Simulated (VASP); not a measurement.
The system is SnSe.

```
Sn Se
1.0
     0.00000    3.01000    3.01000
     3.01000    0.00000    3.01000
     3.01000    3.01000    0.00000
Sn Se
1 1
Cartesian
  0.0000 0.0000 0.0000
  3.0100 3.0100 3.0100
```

- Program: VASP 6.6.1
- Task: relaxation of cell and atoms
- Functional: PBEsol
- Potentials or basis: VASP PAW PBE potentials, release 64 (Sn_d, Se)
- Cutoff: 600 eV
- k mesh: 8 × 8 × 8
- Occupations: gaussian, width 0.02 eV
- Spin: no spin polarisation

At the start: pressure -1.9 GPa; volume 27.27 Å³/atom.

Where does the relaxation end?

Over 3 steps the energy falls by 5.9 meV/atom and the volume is 26.30 Å³/atom (-3.6 %); space group Fm-3m (No. 225, to 0.05 Å).

The path:
```
step  energy change (eV)  largest force (eV/Å)  pressure (GPa)  volume (Å³)
   1              0.0000                0.0000           -1.90        54.54
   2             -0.0108                0.0000            0.63        52.03
   3             -0.0119                0.0000            0.01        52.60
```

Final structure:
```cif
data_structure
_symmetry_space_group_name_H-M 'P 1'
_symmetry_Int_Tables_number 1
_cell_length_a 4.2055
_cell_length_b 4.2055
_cell_length_c 4.2055
_cell_angle_alpha 60.000
_cell_angle_beta 60.000
_cell_angle_gamma 60.000
_cell_volume 52.60
loop_
_atom_site_label
_atom_site_type_symbol
_atom_site_fract_x
_atom_site_fract_y
_atom_site_fract_z
_atom_site_occupancy
Sn1 Sn 0.00000 0.00000 0.00000 1
Se1 Se 0.50000 0.50000 0.50000 1
```

Caveat: the PAW data sets were made with another functional, which shifts forces and pressure a little.
